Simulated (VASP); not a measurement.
Set up this calculation in VASP 6.6.1, as the native input.

```yaml
Task: single point
Functional: PBE
Potentials_or_basis: VASP PAW PBE potentials, release 64 (Cu)
Cutoff: 520 eV
k_mesh: 14 × 14 × 14
Occupations: gaussian, width 0.2 eV
Spin: no spin polarisation
Dipole_correction: no
Further_INCAR_settings: ALGO = Normal; EDIFF = 1e-07; NBANDS = 12
```

The structure of Cu lies in POSCAR:

```
Cu
1.0
    0.0000000000      1.8075000000      1.8075000000
    1.8075000000      0.0000000000      1.8075000000
    1.8075000000      1.8075000000      0.0000000000
Cu
1
Direct
    0.0000000000      0.0000000000      0.0000000000
```

One way to write it, as run:

INCAR

```
  PREC = Accurate
  ENCUT = 520
  EDIFF = 1E-7
  ISMEAR = 0
  SIGMA = 0.2
  LREAL = False
  LASPH = True
  NELM = 100
  ALGO = Normal
  ISIF = 2
  LWAVE = False
  LCHARG = False
  GGA = PE
  NBANDS = 12
```

KPOINTS

```
regular mesh
0
Gamma
  14 14 14
```

Potentials or basis: VASP PAW PBE potentials, release 64 (Cu).

Run with:

```sh
$ cat potpaw_PBE.64/Cu/POTCAR > POTCAR
$ mpirun -np 1 vasp_std > vasp.out
```

It gave:

```yaml
Pressure: 2.3 GPa
```

Wall time 9.1 s on 1 thread of Intel(R) Xeon(R) Platinum 8488C (Sapphire Rapids), on a shared host, peak memory 0.13 GiB.
